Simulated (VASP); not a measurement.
# TiPd2S3 (P6/mmm) in VASP: single point with PBE

Aim: the single point of TiPd2S3 with PBE.

All numbers are computed with VASP 6.6.1; they aren't measurements. Logs are shortened: lines on timing, memory, paths and dates and some standing lists are left out, and cuts for length are marked.

**1. The cell of the first run**

Symmetry: P6/mmm, No. 191, hexagonal system. Conventional cell: a = 6.026 Å, b = 6.026 Å, c = 3.452 Å, α = 90.00°, β = 90.00°, γ = 120.00°. Within 4.5 Å of Ti (site symmetry 6/mmm) lie 2 Ti at 3.45 Å and 12 S at 3.47 Å and 6 Pd at 3.48 Å. Within 3.2 Å of Pd (site symmetry -6m2) lie 6 S at 2.45 Å. S (site symmetry mmm) has 4 Pd at 2.45 Å and 4 S at 3.01 Å within 3.2 Å.

The cell was built from a structure type or drawn by symmetry, and may not be a known phase.

**2. Single point, PBE, collinear spin**

INCAR reads:

```
PREC = Accurate ; ENCUT = 520
EDIFF = 1E-6 ; ISMEAR = 0
SIGMA = 0.1 ; LREAL = F
LASPH = T ; NELM = 150
ALGO = Normal ; ISIF = 2
LWAVE = F ; LCHARG = T
ISPIN = 2 ; MAGMOM = 1 0 0 0 0 0
LORBIT = 11 ; LMAXMIX = 4
GGA = PE ; LELF = T
LVHAR = T ; NBANDS = 38
```

KPOINTS reads:

```
regular mesh
0
Gamma
  3 3 6
```

POSCAR reads:

```
TiPd2S3
1.0
    6.0264642600      0.0000000000      0.0000000000
   -3.0132321300      5.2190711500      0.0000000000
    0.0000000000      0.0000000000      3.4522340800
Ti Pd S
1 2 3
Direct
    0.0000000000      0.0000000000      0.0000000000
    0.3333333300      0.6666666700      0.0000000000
    0.6666666700      0.3333333300      0.0000000000
    0.5000000000      0.0000000000      0.5000000000
    0.5000000000      0.5000000000      0.5000000000
    0.0000000000      0.5000000000      0.5000000000
```

Potentials or basis: VASP PAW PBE potentials, release 64 (Ti_sv, Pd, S).

On the command line:

```
$ cat potpaw_PBE.64/Ti_sv/POTCAR potpaw_PBE.64/Pd/POTCAR potpaw_PBE.64/S/POTCAR > POTCAR
$ mpirun -np 1 vasp_std > vasp.out
```

OUTCAR:

```text
PREC = Accurate
   ENCUT = 520
   EDIFF = 1E-6
   ISMEAR = 0
   LREAL = F
   LASPH = T
   NELM = 150
   ISIF = 2
   ISPIN = 2
   LORBIT = 11
   GGA = PE

 ion  position               nearest neighbor table
   1  0.000  0.000  0.000-
   2  0.333  0.667  0.000-   6 2.45   6 2.45   4 2.45   4 2.45   5 2.45   5 2.45
   3  0.667  0.333  0.000-   6 2.45   6 2.45   4 2.45   4 2.45   5 2.45   5 2.45
   4  0.500  0.000  0.500-   2 2.45   3 2.45   2 2.45   3 2.45
   5  0.500  0.500  0.500-   2 2.45   3 2.45   2 2.45   3 2.45
   6  0.000  0.500  0.500-   2 2.45   3 2.45   2 2.45   3 2.45

  LATTYP: Found a hexagonal cell.
 ALAT       =     6.0264642600
 C/A-ratio  =     0.5728456905

  Lattice vectors:

 A1 = (   6.0264642600,   0.0000000000,   0.0000000000)
 A2 = (  -3.0132321300,   5.2190711500,   0.0000000000)
 A3 = (   0.0000000000,   0.0000000000,   3.4522340800)

Analysis of symmetry for initial positions (statically):
=====================================================================
 Subroutine PRICEL returns:
 Original cell was already a primitive cell.

 Routine SETGRP: Setting up the symmetry group for a
 hexagonal supercell.

 Subroutine GETGRP returns: Found 24 space group operations
 (whereof 24 operations were pure point group operations)
 out of a pool of 24 trial point group operations.

The static configuration has the point symmetry D_6h.

Analysis of symmetry for dynamics (positions and initial velocities):
=====================================================================
 Subroutine PRICEL returns:
 Original cell was already a primitive cell.

 Routine SETGRP: Setting up the symmetry group for a
 hexagonal supercell.

 Subroutine GETGRP returns: Found 24 space group operations
 (whereof 24 operations were pure point group operations)
 out of a pool of 24 trial point group operations.

The dynamic configuration has the point symmetry D_6h.

Analysis of structural, dynamic, and magnetic symmetry:
=====================================================================
 Subroutine PRICEL returns:
 Original cell was already a primitive cell.

 Routine SETGRP: Setting up the symmetry group for a
 hexagonal supercell.

 Subroutine GETGRP returns: Found 24 space group operations
 (whereof 24 operations were pure point group operations)
 out of a pool of 24 trial point group operations.

The overall configuration has the point symmetry D_6h.

 Subroutine INISYM returns: Found 24 space group operations
 (whereof 24 operations are pure point group operations),
 and found     1 'primitive' translations

----------------------------------------------------------------------------------------

                                     Primitive cell

  volume of cell :     108.5816

  direct lattice vectors                    reciprocal lattice vectors
     6.026464260  0.000000000  0.000000000     0.165934776  0.095802488  0.000000000
    -3.013232130  5.219071150  0.000000000     0.000000000  0.191604976  0.000000000
     0.000000000  0.000000000  3.452234080     0.000000000  0.000000000  0.289667496

  length of vectors
     6.026464260  6.026464265  3.452234080     0.191604976  0.191604976  0.289667496

  position of ions in fractional coordinates (direct lattice)
     0.000000000  0.000000000  0.000000000
     0.333333330  0.666666670  0.000000000
     0.666666670  0.333333330  0.000000000
     0.500000000  0.000000000  0.500000000
     0.500000000  0.500000000  0.500000000
     0.000000000  0.500000000  0.500000000

  ion indices of the primitive-cell ions
   primitive index   ion index
                 1           1
                 2           2
                 3           3
                 4           4
                 5           5
                 6           6

[... 31 lines left out ...]
  0.000000  0.000000  0.166667      2.000000
  0.333333  0.000000  0.166667     12.000000
  0.333333  0.333333  0.166667      4.000000
  0.000000  0.000000  0.333333      2.000000
  0.333333  0.000000  0.333333     12.000000
  0.333333  0.333333  0.333333      4.000000
  0.000000  0.000000  0.500000      1.000000
  0.333333  0.000000  0.500000      6.000000
  0.333333  0.333333  0.500000      2.000000
   k-points           NKPTS =     12   k-points in BZ     NKDIM =     12   number of bands    NBANDS=     38
   number of dos      NEDOS =    301   number of ions     NIONS =      6
   total plane-waves  NPLWV =  64512
   dimension x,y,z NGX =    48 NGY =   48 NGZ =   28
   dimension x,y,z NGXF=    96 NGYF=   96 NGZF=   56
   ions per type =               1   2   3
   NGX,Y,Z   is equivalent  to a cutoff of  13.24, 13.24, 13.48 a.u.
   NGXF,Y,Z  is equivalent  to a cutoff of  26.48, 26.48, 26.97 a.u.
 SYSTEM =  unknown system
   PREC   = accura    normal or accurate (medium, high low for compatibility)
   ISTART =      0    job   : 0-new  1-cont  2-samecut
   ICHARG =      2    charge: 1-file 2-atom 10-const
   ISPIN  =      2    spin polarized calculation?
   LNONCOLLINEAR =      F non collinear calculations
   LSORBIT =      F    spin-orbit coupling
   LASPH  =      T    aspherical Exc in radial PAW
   ENCUT  =  520.0 eV  38.22 Ry    6.18 a.u.  11.21 11.21  6.42*2*pi/ulx,y,z
   NELM   =    150;   NELMIN=  2; NELMDL= -5     # of ELM steps
   EDIFF  = 0.1E-05   stopping-criterion for ELM
   LREAL  =      F    real-space projection
   EDIFFG = 0.1E-04   stopping-criterion for IOM
   NSW    =      0    number of steps for IOM
   IBRION =     -1    ionic relax: 0-MD 1-quasi-New 2-CG
   NFREE  =      0    steps in history (QN), initial steepest desc. (CG)
   ISIF   =      2    stress and relaxation
   ISYM   =      2    0-nonsym 1-usesym 2-fastsym
   POTIM  = 0.5000    time-step for ionic-motion
   TEBEG  =    0.0;   TEEND  =   0.0 temperature during run
   PSTRESS=    0.0 pullay stress
   NELECT =      50.0000    total number of electrons
   NUPDOWN=      -1.0000    fix difference up-down
   EMIN   =  10.00;   EMAX   =-10.00  energy-range for DOS
   EFERMI =   0.00;   METHOD = LEGACY
   ISMEAR =     0;   SIGMA  =   0.10  broadening in eV -4-tet -1-fermi 0-gaus
   EFERMI_NEDOS =   21; number of points for ismear=-14 and -15
   IALGO  =     38    algorithm
   IMIX   =      4    mixing-type and parameters
     AMIX     =   0.40;   BMIX     =  1.00
     AMIX_MAG =   1.60;   BMIX_MAG =  1.00
  volume/ion in A,a.u.               =      18.10       122.12
  Fermi-wavevector in a.u.,A,eV,Ry     =   1.264191  2.388975 21.744556  1.598180
  Thomas-Fermi vector in A             =   2.397509
   LORBIT       =     11    0 simple, 1 ext, 2 COOP (PROOUT), +10 PAW based schemes
   GGA     = PE    functional components
   LHFCALC =     F    Hartree Fock is set to
   AEXX    =    0.0000 exact exchange contribution
   IVDW    =     0    specifies the selected vdW correction
   LEPSILON=     F    determine dielectric tensor
   LRPA    =     F    only Hartree local field effects (RPA)
 spin polarized calculation
 Gauss-broadening in eV      SIGMA  =   0.10
  energy-cutoff  :      520.00
  volume of cell :      108.58
 maximum number of plane-waves:      2953
 NGX is ok and might be reduce to    48
   NGX = 23   NGY = 23   NGZ = 13

 number of electron      50.0000008 magnetization      -0.0001232

 number of electron      50.0000008 magnetization       0.0000434

 Free energy of the ion-electron system (eV)
  ---------------------------------------------------
  ext. energy  EPLUGINS =         0.00000000
  ---------------------------------------------------
  free energy    TOTEN  =       -28.71443857 eV

  energy without entropy =      -28.67404551  energy(sigma->0) =      -28.69424204

 E-fermi :   7.5791     XC(G=0): -10.9114

 val. band max:        7.5696410734   @ k =   0.3333   0.3333   0.5000
 cond. band min:       7.6310240500   @ k =   0.3333   0.0000   0.3333
 fundamental gap:      0.0613829766
 Fermi energy:         7.5790806040

 spin component 1

 k-point     1 :       0.0000    0.0000    0.0000
  band No.  band energies     occupation
      1     -50.6061      1.00000
      2     -26.9330      1.00000
      3     -26.9330      1.00000
      4     -26.6508      1.00000
      5      -7.6377      1.00000
      6      -5.4724      1.00000
[... 469 lines left out ...]
     36      13.8185      0.00000
     37      13.8185      0.00000
 Fermi energy:         7.5790806040

 spin component 2

 k-point     1 :       0.0000    0.0000    0.0000
  band No.  band energies     occupation
      1     -50.6048      1.00000
      2     -26.9475      1.00000
      3     -26.9475      1.00000
      4     -26.6170      1.00000
      5      -7.6388      1.00000
      6      -5.4736      1.00000
[... 469 lines left out ...]
     36      13.8103      0.00000
     37      13.8103      0.00000
 [bands above 37 left out]

------------------------ aborting loop because EDIFF is reached ----------------------------------------

  FORCE on cell =-STRESS in cart. coord.  units (eV):
  Direction    XX          YY          ZZ          XY          YZ          ZX
  --------------------------------------------------------------------------------------
  -------------------------------------------------------------------------------------
  Total        0.0236671      0.0236671      2.4393556      0.0000000      0.0000000      0.0000000
  in kB        0.3492204      0.3492204     35.9939622      0.0000000      0.0000000      0.0000000
  external PRESSURE =      12.2308010 kB  Pullay stress =       0.0000000 kB

 VOLUME and BASIS-vectors are now :
 -----------------------------------------------------------------------------
  energy-cutoff  :      520.00
  volume of cell :      108.58
      direct lattice vectors                 reciprocal lattice vectors
     6.026464260  0.000000000  0.000000000     0.165934776  0.095802488  0.000000000
    -3.013232130  5.219071150  0.000000000     0.000000000  0.191604976  0.000000000
     0.000000000  0.000000000  3.452234080     0.000000000  0.000000000  0.289667496

 POSITION                                       TOTAL-FORCE (eV/Angst)
 -----------------------------------------------------------------------------------
      0.00000      0.00000      0.00000         0.000000      0.000000      0.000000
     -0.00000      3.47938      0.00000         0.000000      0.000000      0.000000
      3.01323      1.73969      0.00000        -0.000000      0.000000     -0.000000
      3.01323      0.00000      1.72612         0.000000      0.000000      0.000000
      1.50662      2.60954      1.72612         0.000000      0.000000      0.000000
     -1.50662      2.60954      1.72612         0.000000      0.000000      0.000000
 -----------------------------------------------------------------------------------
    total drift:                               -0.000000      0.000000     -0.000000

  FREE ENERGIE OF THE ION-ELECTRON SYSTEM (eV)
  ---------------------------------------------------
  free  energy   TOTEN  =       -28.7144385717 eV

  energy  without entropy=      -28.6740455095  energy(sigma->0) =      -28.69424204

 total charge

# of ion       s       p       d       tot
------------------------------------------
    1        2.091   5.975   1.840   9.906
    2        0.454   0.536   8.578   9.568
    3        0.454   0.536   8.578   9.568
    4        1.394   2.209   0.000   3.603
    5        1.394   2.209   0.000   3.603
    6        1.394   2.209   0.000   3.603
--------------------------------------------------
tot          7.180  13.673  18.997  39.850

 magnetization (x)

# of ion       s       p       d       tot
------------------------------------------
    1        0.001   0.000  -0.001  -0.000
    2       -0.000  -0.000  -0.002  -0.002
    3       -0.000  -0.000  -0.002  -0.002
    4       -0.000  -0.001   0.000  -0.001
    5       -0.000  -0.001   0.000  -0.001
    6       -0.000  -0.001   0.000  -0.001
--------------------------------------------------
tot          0.000  -0.003  -0.004  -0.007
```

It took 2.5 min on 1 thread of AMD EPYC 7R13 (Zen 3), shared host; peak memory 0.29 GiB.

What came out:

* Free energy: -28.7144 eV
* Pressure: 1.2 GPa
* Band gap on the k mesh: zero (filled and empty bands overlap)
* Net moment: 0.00 μB per cell
* Valence electrons inside the program's atomic spheres: Ti 9.91; Pd 9.57; S 3.60

Stress tensor (GPa, compression positive):
```
0.03 0.00 0.00
0.00 0.03 0.00
0.00 0.00 3.60
```

Caveat: the k points lie up to 0.40 Å⁻¹ apart, too coarse for converged energies and pressures of a metal.
